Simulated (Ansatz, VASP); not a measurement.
# Two plane-wave programs on As

```
As
1.0
     1.88080    1.08588    3.51406
    -1.88080    1.08588    3.51406
     0.00000   -2.17176    3.51406
As
2
Direct
  0.22600 0.22600 0.22600
  0.77400 0.77400 0.77400
```

Alike in both runs: task single point; functional r2SCAN50; k mesh 5 × 5 × 5; occupations fermi-dirac, width 0.05 eV; no spin polarisation.

|  | VASP | Ansatz |
| --- | --- | --- |
| version | VASP 6.6.1 | Ansatz 0.2.0 |
| potentials or method | VASP PAW PBE potentials, release 64 (As) | Ansatz PAW |
| plane-wave cutoff (eV) | 520 | 500 |
| valence electrons in the cell | 10 | 30 |

Ansatz gave:

- gap on the k mesh at the Fermi level (eV): 1.55
- least direct gap on the mesh (eV): 1.94
- pressure (GPa): -1.7
- traceless stress, the component that is largest in VASP (GPa): 1.46
- rms of the force components (eV/Å): 0.236

**Question.** Which values does VASP return?

**Answer.** gap on the k mesh at the Fermi level (eV): 1.69; least direct gap on the mesh (eV): 2.06; pressure (GPa): -3.0; traceless stress, the component that is largest in VASP (GPa): 1.63; rms of the force components (eV/Å): 0.271.

VASP's potentials were made for PBE, not for r2SCAN50. Atom by atom the forces differ by 0.035 eV/Å (rms over components). VASP's potentials hold 10 valence electrons a cell and Ansatz's 30, so a difference there can come from the potentials and not from the codes.

Noted on Ansatz's run: odd divisions of the mesh miss points on the zone boundary, where band edges often lie, so the gap on the mesh can be too wide.
